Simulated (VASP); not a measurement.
# Sr (Im-3m) in VASP: notebook

The runs below take Sr through single point, with PBE.

All numbers are computed with VASP 6.6.1; they aren't measurements. Logs are shortened: lines on timing, memory, paths and dates and some standing lists are left out, and cuts for length are marked.

## (1) The cell of the first run

The structure is cubic, space group Im-3m (No. 229). The conventional cell has a = 4.189 Å, b = 4.189 Å, c = 4.189 Å, α = 90.00°, β = 90.00°, γ = 90.00°. Within 4.8 Å of Sr (site symmetry m-3m) lie 14 Sr at 3.63 to 4.19 Å.

## (2) Single point, PBE (volume scaled by 0.68)

INCAR

```
SYSTEM = Sr
ALGO = Normal
EDIFF = 1E-6
ENCUT = 520
GGA = PE
ISIF = 2
ISMEAR = -1
LASPH = .True.
LCHARG = .False.
LREAL = .False.
LWAVE = .False.
NBANDS = 11
NELM = 80
PREC = Accurate
SIGMA = 0.05
```

KPOINTS

```
k-points
0
Gamma
  11 11 11
  0 0 0
```

POSCAR

```
Sr
1.0
   -2.0943475932      2.0943475932      2.0943475932
    2.0943475932     -2.0943475932      2.0943475932
    2.0943475932      2.0943475932     -2.0943475932
Sr
1
Direct
    0.0000000000      0.0000000000      0.0000000000
```

Potentials or basis: VASP PAW PBE potentials, release 64 (Sr_sv).

On the command line:

```bash
$ cat potpaw_PBE.64/Sr_sv/POTCAR > POTCAR
$ mpirun -np 1 vasp_std > vasp.out
```

OUTCAR:

```text
SYSTEM = Sr
   EDIFF = 1E-6
   ENCUT = 520
   GGA = PE
   ISIF = 2
   ISMEAR = -1
   LASPH = .True.
   LREAL = .False.
   NELM = 80
   PREC = Accurate

 ion  position               nearest neighbor table
   1  0.000  0.000  0.000-

  LATTYP: Found a body centered cubic cell.
 ALAT       =     4.1886951864

  Lattice vectors:

 A1 = (  -2.0943475932,   2.0943475932,   2.0943475932)
 A2 = (   2.0943475932,  -2.0943475932,   2.0943475932)
 A3 = (   2.0943475932,   2.0943475932,  -2.0943475932)

Analysis of symmetry for initial positions (statically):
=====================================================================
 Subroutine PRICEL returns:
 Original cell was already a primitive cell.

 Routine SETGRP: Setting up the symmetry group for a
 body centered cubic supercell.

 Subroutine GETGRP returns: Found 48 space group operations
 (whereof 48 operations were pure point group operations)
 out of a pool of 48 trial point group operations.

The static configuration has the point symmetry O_h .

Analysis of symmetry for dynamics (positions and initial velocities):
=====================================================================
 Subroutine PRICEL returns:
 Original cell was already a primitive cell.

 Routine SETGRP: Setting up the symmetry group for a
 body centered cubic supercell.

 Subroutine GETGRP returns: Found 48 space group operations
 (whereof 48 operations were pure point group operations)
 out of a pool of 48 trial point group operations.

The dynamic configuration has the point symmetry O_h .

 Subroutine INISYM returns: Found 48 space group operations
 (whereof 48 operations are pure point group operations),
 and found     1 'primitive' translations

----------------------------------------------------------------------------------------

                                     Primitive cell

  volume of cell :      36.7457

  direct lattice vectors                    reciprocal lattice vectors
    -2.094347593  2.094347593  2.094347593     0.000000000  0.238737830  0.238737830
     2.094347593 -2.094347593  2.094347593     0.238737830  0.000000000  0.238737830
     2.094347593  2.094347593 -2.094347593     0.238737830  0.238737830  0.000000000

  length of vectors
     3.627516440  3.627516440  3.627516440     0.337626277  0.337626277  0.337626277

  position of ions in fractional coordinates (direct lattice)
     0.000000000  0.000000000  0.000000000

[... 73 lines left out ...]
   ENCUT  =  520.0 eV  38.22 Ry    6.18 a.u.   6.74  6.74  6.74*2*pi/ulx,y,z
   NELM   =     80;   NELMIN=  2; NELMDL= -5     # of ELM steps
   EDIFF  = 0.1E-05   stopping-criterion for ELM
   LREAL  =      F    real-space projection
   EDIFFG = 0.1E-04   stopping-criterion for IOM
   NSW    =      0    number of steps for IOM
   IBRION =     -1    ionic relax: 0-MD 1-quasi-New 2-CG
   NFREE  =      0    steps in history (QN), initial steepest desc. (CG)
   ISIF   =      2    stress and relaxation
   ISYM   =      2    0-nonsym 1-usesym 2-fastsym
   POTIM  = 0.5000    time-step for ionic-motion
   TEBEG  =    0.0;   TEEND  =   0.0 temperature during run
   PSTRESS=    0.0 pullay stress
   NELECT =      10.0000    total number of electrons
   NUPDOWN=      -1.0000    fix difference up-down
   EMIN   =  10.00;   EMAX   =-10.00  energy-range for DOS
   EFERMI =   0.00;   METHOD = LEGACY
   ISMEAR =    -1;   SIGMA  =   0.05  broadening in eV -4-tet -1-fermi 0-gaus
   EFERMI_NEDOS =   21; number of points for ismear=-14 and -15
   IALGO  =     38    algorithm
   IMIX   =      4    mixing-type and parameters
     AMIX     =   0.40;   BMIX     =  1.00
     AMIX_MAG =   1.60;   BMIX_MAG =  1.00
  volume/ion in A,a.u.               =      36.75       247.97
  Fermi-wavevector in a.u.,A,eV,Ry     =   1.060896  2.004802 15.313356  1.125500
  Thomas-Fermi vector in A             =   2.196293
   LORBIT       =      0    0 simple, 1 ext, 2 COOP (PROOUT), +10 PAW based schemes
   GGA     = PE    functional components
   LHFCALC =     F    Hartree Fock is set to
   AEXX    =    0.0000 exact exchange contribution
   IVDW    =     0    specifies the selected vdW correction
   LEPSILON=     F    determine dielectric tensor
   LRPA    =     F    only Hartree local field effects (RPA)
 non-spin polarized calculation
  energy-cutoff  :      520.00
  volume of cell :       36.75
 maximum number of plane-waves:      1008
   NGX = 13   NGY = 13   NGZ = 13

 number of electron      10.0000000 magnetization

 Free energy of the ion-electron system (eV)
  ---------------------------------------------------
  ext. energy  EPLUGINS =         0.00000000
  ---------------------------------------------------
  free energy    TOTEN  =        -1.29001458 eV

  energy without entropy =       -1.28390119  energy(sigma->0) =       -1.28695789

 E-fermi :   3.0583     XC(G=0):  -8.6903

 val. band max:        2.9901388048   @ k =  -0.3636   0.4545   0.2727
 cond. band min:       3.0793363526   @ k =   0.3636   0.2727   0.0000
 fundamental gap:      0.0891975479
 Fermi energy:         3.0582816360

 k-point     1 :       0.0000    0.0000    0.0000
  band No.  band energies     occupation
      1     -32.7553      2.00000
      2     -14.4440      2.00000
      3     -14.4440      2.00000
      4     -14.4440      2.00000
      5      -0.9516      2.00000
      6       6.0361      0.00000
      7       6.0361      0.00000
      8       6.0361      0.00000
      9       7.9071      0.00000
     10       7.9071      0.00000
     11      12.9127      0.00000
[... 309 lines left out ...]
 k-point    24 :       0.3636    0.1818    0.0909
  band No.  band energies     occupation
      1     -32.6595      2.00000
      2     -15.0570      2.00000
      3     -14.7774      2.00000
      4     -14.5672      2.00000
      5       2.8141      1.98498
      6       3.9365      0.00000
      7       4.0258      0.00000
      8       8.3134      0.00000
      9       8.8163      0.00000
     10      10.1737      0.00000
     11      11.5058      0.00000

 [... further k-points ...]
[... 5 lines left out ...]
  --------------------------------------------------------------------------------------
  -------------------------------------------------------------------------------------
  Total        1.9278766      1.9278766      1.9278766     -0.0000000     -0.0000000     -0.0000000
  in kB       84.0588672     84.0588672     84.0588672     -0.0000000     -0.0000000     -0.0000000
  external PRESSURE =      84.0588672 kB  Pullay stress =       0.0000000 kB

 VOLUME and BASIS-vectors are now :
 -----------------------------------------------------------------------------
  energy-cutoff  :      520.00
  volume of cell :       36.75
      direct lattice vectors                 reciprocal lattice vectors
    -2.094347593  2.094347593  2.094347593     0.000000000  0.238737830  0.238737830
     2.094347593 -2.094347593  2.094347593     0.238737830  0.000000000  0.238737830
     2.094347593  2.094347593 -2.094347593     0.238737830  0.238737830  0.000000000

 POSITION                                       TOTAL-FORCE (eV/Angst)
 -----------------------------------------------------------------------------------
      0.00000      0.00000      0.00000         0.000000      0.000000     -0.000000
 -----------------------------------------------------------------------------------
    total drift:                                0.000000      0.000000      0.000000

  FREE ENERGIE OF THE ION-ELECTRON SYSTEM (eV)
  ---------------------------------------------------
  free  energy   TOTEN  =        -1.2900145842 eV

  energy  without entropy=       -1.2839011867  energy(sigma->0) =       -1.28695789
```

It took 17 s on 1 thread of AMD EPYC 7R43 (Zen 3), shared host; peak memory 0.13 GiB.

Results:

| Item | Value |
| --- | --- |
| Free energy | -1.2900 eV |
| Pressure | 8.4 GPa |
| Band gap on the k mesh | zero (band 5 reaches 3.63 eV, above the bottom of band 6 at 2.41 eV) |

## (3) Single point, PBE (volume scaled by 0.78)

INCAR

```
ALGO = Normal
EDIFF = 1E-7
ENCUT = 520
GGA = PE
ISIF = 2
ISMEAR = -1
LASPH = T
LCHARG = F
LREAL = F
LWAVE = F
NBANDS = 11
NELM = 80
PREC = Accurate
SIGMA = 0.05
```

KPOINTS

```
k-points
0
Gamma
  11 11 11
```

POSCAR

```
Sr
1.0
   -2.1923538866      2.1923538866      2.1923538866
    2.1923538866     -2.1923538866      2.1923538866
    2.1923538866      2.1923538866     -2.1923538866
Sr
1
Direct
    0.0000000000      0.0000000000      0.0000000000
```

Potentials or basis: VASP PAW PBE potentials, release 64 (Sr_sv).

On the command line:

```bash
$ cat potpaw_PBE.64/Sr_sv/POTCAR > POTCAR
$ mpirun -np 1 vasp_std > vasp.out
```

Wall time 22 s (1 thread of AMD EPYC 7R43 (Zen 3), shared host); peak memory 0.13 GiB.

Results (log left out):

| Item | Value |
| --- | --- |
| Free energy | -1.4997 eV |
| Pressure | 4.4 GPa |
| Band gap on the k mesh | zero (band 5 reaches 2.99 eV, above the bottom of band 6 at 2.09 eV) |

Levels at points of the mesh, in eV from the Fermi level:
| k point | band 2 | band 3 | band 4 | band 5 | band 6 | band 7 | band 8 | band 9 |
| --- | --- | --- | --- | --- | --- | --- | --- | --- |
| (0.00, 0.00, 0.00) | -17.85 | -17.85 | -17.85 | -3.93 | 2.77 | 2.77 | 2.77 | 4.44 |

[end of part 1 of 2]
